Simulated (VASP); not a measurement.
# SnTe (F-43m) in VASP: a series of runs

The runs below take SnTe through single point, with PBEsol.

Program: VASP 6.6.1. These are calculated values, not measurements. Logs are shortened: lines on timing, memory, paths and dates and some standing lists are left out, and cuts for length are marked.

### 1 The cell of the first run

Symmetry: F-43m, No. 216, cubic system. The conventional cell has a = 7.075 Å, b = 7.075 Å, c = 7.075 Å, α = 90.00°, β = 90.00°, γ = 90.00°. Within 4.0 Å of Sn (site symmetry -43m) lie 4 Te at 3.06 Å. Te (site symmetry -43m) has 4 Sn at 3.06 Å within 4.0 Å.

### 2 Single point, PBEsol

The input, INCAR:

```
SYSTEM = SnTe
  ALGO = Normal
  EDIFF = 1E-7
  ENCUT = 520
  GGA = PS
  ISIF = 2
  ISMEAR = 0
  LASPH = .TRUE.
  LCHARG = .TRUE.
  LELF = .TRUE.
  LREAL = .FALSE.
  LVHAR = .TRUE.
  LWAVE = .FALSE.
  NBANDS = 17
  NELM = 60
  PREC = Accurate
  SIGMA = 0.01
```

The input, KPOINTS:

```
k-points
0
G
  6 6 6
  0 0 0
```

The input, POSCAR:

```
SnTe
1.0
    0.0000000000      3.5374284581      3.5374284581
    3.5374284581      0.0000000000      3.5374284581
    3.5374284581      3.5374284581      0.0000000000
Sn Te
1 1
Direct
    0.0000000000      0.0000000000      0.0000000000
    0.7500000000      0.7500000000      0.7500000000
```

Potentials or basis: VASP PAW PBE potentials, release 64 (Sn_d, Te).

The run is started by

```
> cat potpaw_PBE.64/Sn_d/POTCAR potpaw_PBE.64/Te/POTCAR > POTCAR
> mpirun -np 1 vasp_std > vasp.out
```

OUTCAR:

```text
SYSTEM = SnTe
   EDIFF = 1E-7
   ENCUT = 520
   GGA = PS
   ISIF = 2
   ISMEAR = 0
   LASPH = .TRUE.
   LREAL = .FALSE.
   NELM = 60
   PREC = Accurate

 ion  position               nearest neighbor table
   1  0.000  0.000  0.000-   2 3.06   2 3.06   2 3.06   2 3.06
   2  0.750  0.750  0.750-   1 3.06   1 3.06   1 3.06   1 3.06

  LATTYP: Found a face centered cubic cell.
 ALAT       =     7.0748569162

  Lattice vectors:

 A1 = (   0.0000000000,   3.5374284581,   3.5374284581)
 A2 = (   3.5374284581,   0.0000000000,   3.5374284581)
 A3 = (   3.5374284581,   3.5374284581,   0.0000000000)

Analysis of symmetry for initial positions (statically):
=====================================================================
 Subroutine PRICEL returns:
 Original cell was already a primitive cell.

 Routine SETGRP: Setting up the symmetry group for a
 face centered cubic supercell.

 Subroutine GETGRP returns: Found 24 space group operations
 (whereof 24 operations were pure point group operations)
 out of a pool of 48 trial point group operations.

The static configuration has the point symmetry T_d .

Analysis of symmetry for dynamics (positions and initial velocities):
=====================================================================
 Subroutine PRICEL returns:
 Original cell was already a primitive cell.

 Routine SETGRP: Setting up the symmetry group for a
 face centered cubic supercell.

 Subroutine GETGRP returns: Found 24 space group operations
 (whereof 24 operations were pure point group operations)
 out of a pool of 48 trial point group operations.

The dynamic configuration has the point symmetry T_d .

 Subroutine INISYM returns: Found 24 space group operations
 (whereof 24 operations are pure point group operations),
 and found     1 'primitive' translations

----------------------------------------------------------------------------------------

                                     Primitive cell

  volume of cell :      88.5305

  direct lattice vectors                    reciprocal lattice vectors
     0.000000000  3.537428458  3.537428458    -0.141345615  0.141345615  0.141345615
     3.537428458  0.000000000  3.537428458     0.141345615 -0.141345615  0.141345615
     3.537428458  3.537428458  0.000000000     0.141345615  0.141345615 -0.141345615

  length of vectors
     5.002679301  5.002679301  5.002679301     0.244817786  0.244817786  0.244817786

  position of ions in fractional coordinates (direct lattice)
     0.000000000  0.000000000  0.000000000
     0.750000000  0.750000000  0.750000000

  ion indices of the primitive-cell ions
   primitive index   ion index
                 1           1
                 2           2

----------------------------------------------------------------------------------------

 KPOINTS: k-points

Automatic generation of k-mesh.
 Grid dimensions read from file:
 generate k-points for:    6    6    6

 Generating k-lattice:

  Cartesian coordinates                     Fractional coordinates (reciprocal lattice)
    -0.023557602  0.023557602  0.023557602     0.166666667  0.000000000  0.000000000
     0.023557602 -0.023557602  0.023557602     0.000000000  0.166666667  0.000000000
     0.023557602  0.023557602 -0.023557602     0.000000000  0.000000000  0.166666667

  Length of vectors
     0.040802964  0.040802964  0.040802964

  Shift w.r.t. Gamma in fractional coordinates (k-lattice)
     0.000000000  0.000000000  0.000000000

 Subroutine IBZKPT returns following result:
 ===========================================

 Found     16 irreducible k-points:

 Following reciprocal coordinates:
            Coordinates               Weight
  0.000000  0.000000  0.000000      1.000000
  0.166667  0.000000  0.000000      8.000000
  0.333333  0.000000  0.000000      8.000000
  0.500000  0.000000  0.000000      4.000000
  0.166667  0.166667  0.000000      6.000000
  0.333333  0.166667  0.000000     24.000000
[... 8 lines left out ...]
 -0.333333  0.333333  0.166667     24.000000
 -0.333333  0.500000  0.166667     12.000000
   k-points           NKPTS =     16   k-points in BZ     NKDIM =     16   number of bands    NBANDS=     17
   number of dos      NEDOS =    301   number of ions     NIONS =      2
   total plane-waves  NPLWV =  64000
   dimension x,y,z NGX =    40 NGY =   40 NGZ =   40
   dimension x,y,z NGXF=    80 NGYF=   80 NGZF=   80
   ions per type =               1   1
   NGX,Y,Z   is equivalent  to a cutoff of  13.29, 13.29, 13.29 a.u.
   NGXF,Y,Z  is equivalent  to a cutoff of  26.59, 26.59, 26.59 a.u.
 SYSTEM =  SnTe
   PREC   = accura    normal or accurate (medium, high low for compatibility)
   ISTART =      0    job   : 0-new  1-cont  2-samecut
   ICHARG =      2    charge: 1-file 2-atom 10-const
   ISPIN  =      1    spin polarized calculation?
   LNONCOLLINEAR =      F non collinear calculations
   LSORBIT =      F    spin-orbit coupling
   LASPH  =      T    aspherical Exc in radial PAW
   ENCUT  =  520.0 eV  38.22 Ry    6.18 a.u.   9.30  9.30  9.30*2*pi/ulx,y,z
   NELM   =     60;   NELMIN=  2; NELMDL= -5     # of ELM steps
   EDIFF  = 0.1E-06   stopping-criterion for ELM
   LREAL  =      F    real-space projection
   EDIFFG = 0.1E-05   stopping-criterion for IOM
   NSW    =      0    number of steps for IOM
   IBRION =     -1    ionic relax: 0-MD 1-quasi-New 2-CG
   NFREE  =      0    steps in history (QN), initial steepest desc. (CG)
   ISIF   =      2    stress and relaxation
   ISYM   =      2    0-nonsym 1-usesym 2-fastsym
   POTIM  = 0.5000    time-step for ionic-motion
   TEBEG  =    0.0;   TEEND  =   0.0 temperature during run
   PSTRESS=    0.0 pullay stress
   NELECT =      20.0000    total number of electrons
   NUPDOWN=      -1.0000    fix difference up-down
   EMIN   =  10.00;   EMAX   =-10.00  energy-range for DOS
   EFERMI =   0.00;   METHOD = LEGACY
   ISMEAR =     0;   SIGMA  =   0.01  broadening in eV -4-tet -1-fermi 0-gaus
   EFERMI_NEDOS =   21; number of points for ismear=-14 and -15
   IALGO  =     38    algorithm
   IMIX   =      4    mixing-type and parameters
     AMIX     =   0.40;   BMIX     =  1.00
     AMIX_MAG =   1.60;   BMIX_MAG =  1.00
  volume/ion in A,a.u.               =      44.27       298.72
  Fermi-wavevector in a.u.,A,eV,Ry     =   0.997058  1.884167 13.525892  0.994125
  Thomas-Fermi vector in A             =   2.129189
   LORBIT       =      0    0 simple, 1 ext, 2 COOP (PROOUT), +10 PAW based schemes
   GGA     = PS    functional components
   LHFCALC =     F    Hartree Fock is set to
   AEXX    =    0.0000 exact exchange contribution
   IVDW    =     0    specifies the selected vdW correction
   LEPSILON=     F    determine dielectric tensor
   LRPA    =     F    only Hartree local field effects (RPA)
 non-spin polarized calculation
 Gauss-broadening in eV      SIGMA  =   0.01
  energy-cutoff  :      520.00
  volume of cell :       88.53
 maximum number of plane-waves:      2421
 NGX is ok and might be reduce to    40
   NGX = 19   NGY = 19   NGZ = 19

 number of electron      20.0000002 magnetization

 Free energy of the ion-electron system (eV)
  ---------------------------------------------------
  ext. energy  EPLUGINS =         0.00000000
  ---------------------------------------------------
  free energy    TOTEN  =        -7.62319858 eV

  energy without entropy =       -7.62319857  energy(sigma->0) =       -7.62319857

 E-fermi :   3.5004     XC(G=0):  -7.8815

 val. band max:        3.4655770111   @ k =  -0.3333   0.5000   0.1667
 cond. band min:       3.5332973457   @ k =   0.5000   0.5000   0.0000
 fundamental gap:      0.0677203346
 Fermi energy:         3.5004205086

 k-point     1 :       0.0000    0.0000    0.0000
  band No.  band energies     occupation
      1     -18.1201      2.00000
      2     -18.1201      2.00000
      3     -18.1201      2.00000
      4     -18.1066      2.00000
      5     -18.1066      2.00000
      6      -8.2900      2.00000
[... 9 lines left out ...]
     16      10.0070      0.00000
     17      11.1073      0.00000

 k-point     2 :       0.1667    0.0000    0.0000
  band No.  band energies     occupation
      1     -18.1206      2.00000
      2     -18.1196      2.00000
      3     -18.1196      2.00000
      4     -18.1065      2.00000
      5     -18.1065      2.00000
      6      -8.1599      2.00000
[... 9 lines left out ...]
     16       9.4421      0.00000
     17      10.5972      0.00000

 k-point     3 :       0.3333    0.0000    0.0000
  band No.  band energies     occupation
      1     -18.1215      2.00000
      2     -18.1186      2.00000
      3     -18.1186      2.00000
      4     -18.1064      2.00000
      5     -18.1064      2.00000
      6      -7.8544      2.00000
[... 9 lines left out ...]
     16       9.6015      0.00000
     17      10.9803      0.00000

 k-point     4 :       0.5000    0.0000    0.0000
  band No.  band energies     occupation
      1     -18.1220      2.00000
      2     -18.1182      2.00000
      3     -18.1182      2.00000
      4     -18.1064      2.00000
      5     -18.1064      2.00000
      6      -7.6679      2.00000
[... 9 lines left out ...]
     16      10.5069      0.00000
     17      10.5069      0.00000

 k-point     5 :       0.1667    0.1667    0.0000
  band No.  band energies     occupation
      1     -18.1213      2.00000
      2     -18.1191      2.00000
      3     -18.1191      2.00000
      4     -18.1068      2.00000
      5     -18.1063      2.00000
      6      -8.1152      2.00000
[... 9 lines left out ...]
     16      10.2854      0.00000
     17      11.6997      0.00000

 k-point     6 :       0.3333    0.1667    0.0000
  band No.  band energies     occupation
      1     -18.1222      2.00000
      2     -18.1183      2.00000
      3     -18.1181      2.00000
      4     -18.1069      2.00000
      5     -18.1061      2.00000
      6      -7.8607      2.00000
[... 9 lines left out ...]
     16      10.4021      0.00000
     17      11.5334      0.00000

 k-point     7 :       0.5000    0.1667    0.0000
  band No.  band energies     occupation
      1     -18.1225      2.00000
      2     -18.1179      2.00000
      3     -18.1177      2.00000
      4     -18.1067      2.00000
      5     -18.1062      2.00000
      6      -7.6111      2.00000
[... 9 lines left out ...]
     16      10.6090      0.00000
     17      10.8097      0.00000

 k-point     8 :      -0.3333    0.1667    0.0000
  band No.  band energies     occupation
      1     -18.1221      2.00000
      2     -18.1181      2.00000
      3     -18.1180      2.00000
      4     -18.1065      2.00000
      5     -18.1064      2.00000
      6      -7.6773      2.00000
[... 9 lines left out ...]
     16      10.2762      0.00000
     17      11.2088      0.00000

 k-point     9 :      -0.1667    0.1667    0.0000
  band No.  band energies     occupation
      1     -18.1214      2.00000
      2     -18.1190      2.00000
      3     -18.1186      2.00000
      4     -18.1067      2.00000
      5     -18.1064      2.00000
      6      -7.9666      2.00000
[... 9 lines left out ...]
     16       9.5851      0.00000
     17      11.6002      0.00000

 k-point    10 :       0.3333    0.3333    0.0000
  band No.  band energies     occupation
      1     -18.1238      2.00000
      2     -18.1171      2.00000
      3     -18.1171      2.00000
      4     -18.1074      2.00000
      5     -18.1057      2.00000
      6      -7.6890      2.00000
[... 9 lines left out ...]
     16      11.1051      0.00000
     17      13.1540      0.00000

 k-point    11 :       0.5000    0.3333    0.0000
  band No.  band energies     occupation
      1     -18.1241      2.00000
      2     -18.1168      2.00000
      3     -18.1166      2.00000
      4     -18.1074      2.00000
      5     -18.1057      2.00000
      6      -7.4833      2.00000
[... 9 lines left out ...]
     16      11.0340      0.00000
     17      12.3492      0.00000

 k-point    12 :      -0.3333    0.3333    0.0000
  band No.  band energies     occupation
      1     -18.1231      2.00000
      2     -18.1174      2.00000
      3     -18.1171      2.00000
      4     -18.1069      2.00000
      5     -18.1061      2.00000
      6      -7.4782      2.00000
[... 9 lines left out ...]
     16      11.0840      0.00000
     17      12.5841      0.00000

 k-point    13 :       0.5000    0.5000    0.0000
  band No.  band energies     occupation
      1     -18.1250      2.00000
      2     -18.1162      2.00000
      3     -18.1162      2.00000
      4     -18.1077      2.00000
      5     -18.1055      2.00000
      6      -7.4105      2.00000
[... 9 lines left out ...]
     16      11.8204      0.00000
     17      11.8205      0.00000

 k-point    14 :       0.5000    0.3333    0.1667
  band No.  band energies     occupation
      1     -18.1230      2.00000
      2     -18.1178      2.00000
      3     -18.1172      2.00000
      4     -18.1070      2.00000
      5     -18.1060      2.00000
      6      -7.6192      2.00000
[... 9 lines left out ...]
     16      10.9756      0.00000
     17      12.0046      0.00000

 k-point    15 :      -0.3333    0.3333    0.1667
  band No.  band energies     occupation
      1     -18.1231      2.00000
      2     -18.1178      2.00000
      3     -18.1167      2.00000
      4     -18.1069      2.00000
      5     -18.1061      2.00000
      6      -7.4782      2.00000
[... 9 lines left out ...]
     16      10.7792      0.00000
     17      11.8152      0.00000

 k-point    16 :      -0.3333    0.5000    0.1667
  band No.  band energies     occupation
      1     -18.1239      2.00000
      2     -18.1172      2.00000
      3     -18.1162      2.00000
      4     -18.1073      2.00000
      5     -18.1058      2.00000
      6      -7.4074      2.00000
[... 9 lines left out ...]
     16      11.5278      0.00000
     17      11.5564      0.00000

------------------------ aborting loop because EDIFF is reached ----------------------------------------

  FORCE on cell =-STRESS in cart. coord.  units (eV):
  Direction    XX          YY          ZZ          XY          YZ          ZX
  --------------------------------------------------------------------------------------
  -------------------------------------------------------------------------------------
  Total        0.1044277      0.1044277      0.1044277      0.0000000      0.0000000      0.0000000
  in kB        1.8898765      1.8898765      1.8898765      0.0000000      0.0000000      0.0000000
  external PRESSURE =       1.8898765 kB  Pullay stress =       0.0000000 kB

 VOLUME and BASIS-vectors are now :
 -----------------------------------------------------------------------------
  energy-cutoff  :      520.00
  volume of cell :       88.53
      direct lattice vectors                 reciprocal lattice vectors
     0.000000000  3.537428458  3.537428458    -0.141345615  0.141345615  0.141345615
     3.537428458  0.000000000  3.537428458     0.141345615 -0.141345615  0.141345615
     3.537428458  3.537428458  0.000000000     0.141345615  0.141345615 -0.141345615

 POSITION                                       TOTAL-FORCE (eV/Angst)
 -----------------------------------------------------------------------------------
      0.00000      0.00000      0.00000        -0.000000     -0.000000     -0.000000
      5.30614      5.30614      5.30614         0.000000      0.000000      0.000000
 -----------------------------------------------------------------------------------
    total drift:                                0.000000      0.000000      0.000000

  FREE ENERGIE OF THE ION-ELECTRON SYSTEM (eV)
  ---------------------------------------------------
  free  energy   TOTEN  =        -7.6231985760 eV

  energy  without entropy=       -7.6231985728  energy(sigma->0) =       -7.62319857
```

It took 16 s on 1 thread of Intel Xeon Platinum 8559C (Emerald Rapids), shared host; peak memory 0.23 GiB.

Results:

```
Free energy            : -7.6232 eV
Pressure               : 0.2 GPa
Band gap on the k mesh : 0.07 eV, indirect (least direct gap 0.68 eV)
```

Caveat: the PAW data sets were made with another functional, which shifts forces and pressure a little; spin-orbit coupling is left out, which moves the levels of the heavy elements.

(Part 1 of 2 ends here.)
